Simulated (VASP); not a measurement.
A run of VASP 6.6.1 is set up as follows.

The input INCAR:

```
SYSTEM = LiH
  ALGO = Normal
  EDIFF = 1E-8
  ENCUT = 520
  GGA = PE
  IBRION = 8
  ISIF = 2
  ISMEAR = 0
  LASPH = .True.
  LCHARG = .True.
  LEPSILON = .True.
  LREAL = .False.
  LWAVE = .False.
  NBANDS = 12
  NELM = 100
  NSW = 1
  PREC = Accurate
  SIGMA = 0.01
```

KPOINTS

```
k-points
0
Gamma
  12 12 6
  0 0 0
```

POSCAR

```
LiH
1.0
    2.7811396963      0.0000000000      0.0000000000
   -1.3905698481      2.4085376285      0.0000000000
    0.0000000000      0.0000000000      4.8842976950
Li H
2 2
Direct
    0.0000000000      0.0000000000      0.0000000000
    0.0000000000      0.0000000000      0.5000000000
    0.6666666667      0.3333333333      0.2500000000
    0.3333333333      0.6666666667      0.7500000000
```

Potentials or basis: VASP PAW PBE potentials, release 64 (Li_sv, H).

The run is started by

```console
$ cat potpaw_PBE.64/Li_sv/POTCAR potpaw_PBE.64/H/POTCAR > POTCAR
$ mpirun -np 1 vasp_std > vasp.out
```

Q: Predict the electronic dielectric tensor (diagonal).

A: 3.98, 3.98, 3.85.

Q: Predict the Born charges (mean of the diagonal).

A: Li +0.95; H -0.95 e.

Q: Predict the highest phonon frequency at Γ, LO-TO splitting left out.

A: 1071 cm⁻¹.

Phonon frequencies in cm⁻¹ (negative: imaginary):
```
              q point                                   frequencies
(0.000, 0.000, 0.000)  -1 -1 0 117 117 591 601 601 616 713 713 1071
```
